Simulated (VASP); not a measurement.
# ZnS (P1) in VASP: further runs, part 2 of 2

VASP 6.6.1. The steps go on from the part before.

### 3 Single point, r2SCAN (atom 3 (S) moved by (-0.300, -0.150) A along x and y)

Input file POSCAR:

```
ZnS
1.0
    3.8109987816      0.0000000000      0.0000000000
   -1.9054993908      3.3004217586      0.0000000000
    0.0000000000      0.0000000000      6.2340000000
Zn S
2 2
Direct
    0.3333333333      0.6666666667      0.0000000000
    0.6666666667      0.3333333333      0.5000000000
    0.2318894435      0.6212179298      0.3850000000
    0.6666666667      0.3333333333      0.8850000000
```

Input file INCAR.step1:

```
ALGO = Normal
EDIFF = 1E-4
ENCUT = 520
GGA = PE
ISMEAR = 0
LASPH = T
LCHARG = F
LREAL = F
LWAVE = T
NBANDS = 26
NELM = 60
PREC = Accurate
SIGMA = 0.05
```

Input file INCAR.step2:

```
ALGO = Normal
EDIFF = 1E-6
ENCUT = 520
ISIF = 2
ISMEAR = 0
ISTART = 1
LASPH = T
LCHARG = F
LMIXTAU = T
LREAL = F
LWAVE = F
METAGGA = R2SCAN
NBANDS = 26
NELM = 60
PREC = Accurate
SIGMA = 0.05
```

Input file KPOINTS:

```
k-points
0
Gamma
  6 6 4
```

Potentials or basis: VASP PAW PBE potentials, release 64 (Zn, S).

Run with:

```sh
$ cat potpaw_PBE.64/Zn/POTCAR potpaw_PBE.64/S/POTCAR > POTCAR
$ cp INCAR.step1 INCAR
$ mpirun -np 1 vasp_std > vasp.out
$ cp INCAR.step2 INCAR
$ mpirun -np 1 vasp_std > vasp.out
```

OUTCAR:

```text
EDIFF = 1E-6
   ENCUT = 520
   ISIF = 2
   ISMEAR = 0
   ISTART = 1
   LASPH = T
   LREAL = F
   METAGGA = R2SCAN
   NELM = 60
   PREC = Accurate

 ion  position               nearest neighbor table
   1  0.333  0.667  0.000-   4 2.31   4 2.31   4 2.31   3 2.42
   2  0.667  0.333  0.500-   3 2.00   4 2.40   3 2.48   3 2.51
   3  0.232  0.621  0.385-   2 2.00   1 2.42   2 2.48   2 2.51
   4  0.667  0.333  0.885-   1 2.31   1 2.31   1 2.31   2 2.40

  LATTYP: Found a hexagonal cell.
 ALAT       =     3.8109987816
 C/A-ratio  =     1.6357916539

  Lattice vectors:

 A1 = (   3.8109987816,   0.0000000000,   0.0000000000)
 A2 = (  -1.9054993908,   3.3004217586,   0.0000000000)
 A3 = (   0.0000000000,   0.0000000000,   6.2340000000)

Analysis of symmetry for initial positions (statically):
=====================================================================
 Subroutine PRICEL returns:
 Original cell was already a primitive cell.

 Routine SETGRP: Setting up the symmetry group for a
 hexagonal supercell.

 Subroutine GETGRP returns: Found  1 space group operations
 (whereof  1 operations were pure point group operations)
 out of a pool of 24 trial point group operations.

The static configuration has the point symmetry C_1 .

Analysis of symmetry for dynamics (positions and initial velocities):
=====================================================================
 Subroutine PRICEL returns:
 Original cell was already a primitive cell.

 Routine SETGRP: Setting up the symmetry group for a
 hexagonal supercell.

 Subroutine GETGRP returns: Found  1 space group operations
 (whereof  1 operations were pure point group operations)
 out of a pool of 24 trial point group operations.

The dynamic configuration has the point symmetry C_1 .

 Subroutine INISYM returns: Found  1 space group operations
 (whereof  1 operations are pure point group operations),
[... 116 lines left out ...]
   EFERMI_NEDOS =   21; number of points for ismear=-14 and -15
   IALGO  =     38    algorithm
   IMIX   =      4    mixing-type and parameters
     AMIX     =   0.40;   BMIX     =  1.00
     AMIX_MAG =   1.60;   BMIX_MAG =  1.00
  volume/ion in A,a.u.               =      19.60       132.29
  Fermi-wavevector in a.u.,A,eV,Ry     =   1.262944  2.386617 21.701656  1.595027
  Thomas-Fermi vector in A             =   2.396326
   LORBIT       =      0    0 simple, 1 ext, 2 COOP (PROOUT), +10 PAW based schemes
   METAGGA = R2SCAN    functional components
   LHFCALC =     F    Hartree Fock is set to
   AEXX    =    0.0000 exact exchange contribution
   IVDW    =     0    specifies the selected vdW correction
   LEPSILON=     F    determine dielectric tensor
   LRPA    =     F    only Hartree local field effects (RPA)
 non-spin polarized calculation
 Gauss-broadening in eV      SIGMA  =   0.05
  energy-cutoff  :      520.00
  volume of cell :       78.41
 maximum number of plane-waves:      2133
   NGX = 15   NGY = 15   NGZ = 23

 number of electron      35.9999976 magnetization

 Free energy of the ion-electron system (eV)
  ---------------------------------------------------
  ext. energy  EPLUGINS =         0.00000000
  ---------------------------------------------------
  free energy    TOTEN  =       -37.08549202 eV

  energy without entropy =      -37.08549202  energy(sigma->0) =      -37.08549202

 E-fermi :   2.2299     XC(G=0): -10.2989

 val. band max:        1.9829290829   @ k =   0.0000   0.0000   0.0000
 cond. band min:       4.6861685351   @ k =   0.0000   0.0000   0.0000
 fundamental gap:      2.7032394522
 Fermi energy:         2.2299453996

 k-point     1 :       0.0000    0.0000    0.0000
  band No.  band energies     occupation
      1     -11.9287      2.00000
      2     -10.9880      2.00000
      3      -5.0789      2.00000
      4      -4.7620      2.00000
      5      -4.7178      2.00000
      6      -4.6329      2.00000
[... 685 lines left out ...]
     25      10.6691      0.00000
     26      11.0925      0.00000

 [... further k-points ...]

------------------------ aborting loop because EDIFF is reached ----------------------------------------

  FORCE on cell =-STRESS in cart. coord.  units (eV):
  Direction    XX          YY          ZZ          XY          YZ          ZX
  --------------------------------------------------------------------------------------
  -------------------------------------------------------------------------------------
  Total        4.1441318      0.7348491      0.1378817      3.1759481     -1.2941273     -2.2032236
  in kB       84.6777068     15.0152887      2.8173598     64.8946548    -26.4431107    -45.0188206
  external PRESSURE =      34.1701185 kB  Pullay stress =       0.0000000 kB

 VOLUME and BASIS-vectors are now :
 -----------------------------------------------------------------------------
  energy-cutoff  :      520.00
  volume of cell :       78.41
      direct lattice vectors                 reciprocal lattice vectors
     3.810998782  0.000000000  0.000000000     0.262398405  0.151495789  0.000000000
    -1.905499391  3.300421759  0.000000000     0.000000000  0.302991579  0.000000000
     0.000000000  0.000000000  6.234000000     0.000000000  0.000000000  0.160410651

 POSITION                                       TOTAL-FORCE (eV/Angst)
 -----------------------------------------------------------------------------------
     -0.00000      2.20028      0.00000        -0.112458     -0.058743      0.369015
      1.90550      1.10014      3.11700        -3.498281     -2.027551      1.353060
     -0.30000      2.05028      2.40009         3.826472      2.203109     -1.424411
      1.90550      1.10014      5.51709        -0.215733     -0.116815     -0.297664
 -----------------------------------------------------------------------------------
    total drift:                                0.009433      0.007253     -0.000163

  FREE ENERGIE OF THE ION-ELECTRON SYSTEM (eV)
  ---------------------------------------------------
  free  energy   TOTEN  =       -37.0854920162 eV

  energy  without entropy=      -37.0854920162  energy(sigma->0) =      -37.08549202
```

OUTCAR.step1:

```text
EDIFF = 1E-4
   ENCUT = 520
   GGA = PE
   ISMEAR = 0
[... 925 lines left out ...]
     -0.00000      2.20028      0.00000        -0.099638     -0.051686      0.372851
      1.90550      1.10014      3.11700        -3.496794     -2.025239      1.338295
     -0.30000      2.05028      2.40009         3.795575      2.184369     -1.412326
      1.90550      1.10014      5.51709        -0.199144     -0.107445     -0.298820
 -----------------------------------------------------------------------------------
    total drift:                               -0.002326     -0.001319      0.000715

  FREE ENERGIE OF THE ION-ELECTRON SYSTEM (eV)
  ---------------------------------------------------
  free  energy   TOTEN  =       -13.0415765406 eV

  energy  without entropy=      -13.0415765406  energy(sigma->0) =      -13.04157654
```

OSZICAR.step1:

```text
N       E                     dE             d eps       ncg     rms          rms(c)
DAV:   1     0.246728252936E+03    0.24673E+03   -0.17101E+04  3952   0.167E+03
DAV:   2     0.108293002717E+02   -0.23590E+03   -0.22530E+03  4082   0.350E+02
DAV:   3    -0.134078042265E+02   -0.24237E+02   -0.23997E+02  4748   0.112E+02
DAV:   4    -0.139955212754E+02   -0.58772E+00   -0.58650E+00  4608   0.176E+01
DAV:   5    -0.140046146917E+02   -0.90934E-02   -0.90910E-02  4832   0.216E+00    0.109E+01
DAV:   6    -0.130530268922E+02    0.95159E+00   -0.18164E+00  5774   0.399E+01    0.819E+00
DAV:   7    -0.130505928791E+02    0.24340E-02   -0.14629E+00  4204   0.729E+00    0.363E+00
DAV:   8    -0.130409686105E+02    0.96243E-02   -0.48815E-02  4652   0.284E+00    0.114E+00
DAV:   9    -0.130411997879E+02   -0.23118E-03   -0.12081E-02  4846   0.182E+00    0.274E-01
DAV:  10    -0.130413504858E+02   -0.15070E-03   -0.10368E-03  4666   0.757E-01    0.116E-01
DAV:  11    -0.130415268000E+02   -0.17631E-03   -0.27256E-04  3876   0.304E-01    0.461E-02
DAV:  12    -0.130415765406E+02   -0.49741E-04   -0.93975E-05  3010   0.141E-01
   1 F= -.13041577E+02 E0= -.13041577E+02  d E =-.480403E-12
```

Wall time 3.4 min (1 thread of Intel Xeon Platinum 8488C (Sapphire Rapids), shared host); peak memory 0.28 GiB.

What came out:

* Free energy: -37.0855 eV
* Pressure: 3.4 GPa
* Largest force: 4.639 eV/Å
* Band gap on the k mesh: 2.70 eV

Forces in eV/Å, atoms in the order of the input:
```
Zn  -0.112 -0.059  0.369
Zn  -3.498 -2.028  1.353
S    3.826  2.203 -1.424
S   -0.216 -0.117 -0.298
```

Stress tensor (GPa, compression positive):
```
 8.47  6.49 -4.50
 6.49  1.50 -2.64
-4.50 -2.64  0.28
```

Caveat: the cell differs from its parent crystal (atom 3 (S) moved by (-0.300, -0.150) A along x and y); the stress differs along the axes, from 0 to 8 GPa; the PAW data sets were made with another functional, which shifts forces and pressure a little.

### 4 Single point, r2SCAN (atom 3 (S) moved by (-0.300, +0.150) A along x and y)

POSCAR: that of step 3 with these lines changed.

```diff
@@ -10,3 +10,3 @@
     0.6666666667      0.3333333333      0.5000000000
-    0.2318894435      0.6212179298      0.3850000000
+    0.2773381804      0.7121154035      0.3850000000
     0.6666666667      0.3333333333      0.8850000000
```

Input file INCAR.step1:

```
PREC = Accurate ; ENCUT = 520
ISMEAR = 0 ; SIGMA = 0.05
LREAL = False ; LASPH = True
NELM = 60 ; NBANDS = 26
GGA = PE ; ALGO = Normal
EDIFF = 1E-4 ; LWAVE = True
LCHARG = False
```

Input file INCAR.step2:

```
PREC = Accurate ; ENCUT = 520
EDIFF = 1E-6 ; ISMEAR = 0
SIGMA = 0.05 ; LREAL = False
LASPH = True ; NELM = 60
ALGO = Normal ; ISIF = 2
LWAVE = False ; LCHARG = False
METAGGA = R2SCAN ; LMIXTAU = True
NBANDS = 26 ; ISTART = 1
```

Input file KPOINTS:

```
Automatic mesh
0
Gamma
  6 6 4
```

Run with:

```sh
$ cat potpaw_PBE.64/Zn/POTCAR potpaw_PBE.64/S/POTCAR > POTCAR
$ cp INCAR.step1 INCAR
$ mpirun -np 1 vasp_std > vasp.out
$ cp INCAR.step2 INCAR
$ mpirun -np 1 vasp_std > vasp.out
```

Run time: 4.1 min. Hardware: 1 thread of Intel Xeon Platinum 8488C (Sapphire Rapids), shared host; peak memory 0.28 GiB.

It converged, with:

```yaml
Free_energy: -37.3977 eV
Pressure: 1.9 GPa
Largest_force: 1.773 eV/Å
Band_gap_on_the_k_mesh: 2.77 eV
```

Forces on the atoms (eV/Å):
```
Zn  -0.098  0.046  0.371
Zn  -1.220  0.347  0.800
S    1.461 -0.456 -0.894
S   -0.144  0.062 -0.277
```

Stress tensor (GPa, compression positive):
```
 1.44  3.81 -1.27
 3.81  4.76  0.26
-1.27  0.26 -0.54
```

Levels at points of the mesh, in eV from the valence-band top:
| k point | band 16 | band 17 | band 18 | band 19 | band 20 | band 21 |
| --- | --- | --- | --- | --- | --- | --- |
| (0.00, 0.00, 0.00) | -0.15 | -0.06 | 0.00 | 2.77 | 3.54 | 6.77 |
| (0.50, 0.00, 0.00) | -2.22 | -1.93 | -0.96 | 4.04 | 4.86 | 5.92 |
| (0.00, 0.50, 0.00) | -2.20 | -1.88 | -0.95 | 4.03 | 4.79 | 5.81 |
| (0.50, 0.50, 0.00) | -2.43 | -1.11 | -1.07 | 3.69 | 4.22 | 4.78 |
| (0.00, 0.00, 0.50) | -0.55 | -0.50 | -0.15 | 3.96 | 4.08 | 6.61 |
| (0.50, 0.00, 0.50) | -1.71 | -1.57 | -1.20 | 3.71 | 3.94 | 5.42 |
| (0.00, 0.50, 0.50) | -1.70 | -1.58 | -1.18 | 3.75 | 3.91 | 5.43 |
| (0.50, 0.50, 0.50) | -1.88 | -1.74 | -1.60 | 3.93 | 4.41 | 5.07 |

Caveat: the cell differs from its parent crystal (atom 3 (S) moved by (-0.300, +0.150) A along x and y); the stress differs along the axes, from -1 to 5 GPa; the PAW data sets were made with another functional, which shifts forces and pressure a little.

### 5 Summary

```csv
cell,gap on the mesh (eV),pressure (GPa),largest force (eV/Å)
"as given, atomic positions A",2.72,3.1,3.10
"as given, atomic positions B",2.70,3.4,4.64
"as given, atomic positions C",2.77,1.9,1.77
```

Alike in all rows: task single point; level r2SCAN; potentials or basis VASP PAW PBE potentials, release 64 (Zn, S); no spin polarisation; k mesh 6 × 6 × 4; cutoff (eV) 520; smearing gaussian 0.05 eV.

Caveats: the PAW data sets were made with another functional, which shifts forces and pressure a little; the stress differs along the axes, from -0 to 10 GPa (at least some runs); the stress differs along the axes, from 0 to 8 GPa (at least some runs); the stress differs along the axes, from -1 to 5 GPa (at least some runs).

Total energies depend on the potentials used, so only differences within one code and one set of settings carry meaning.
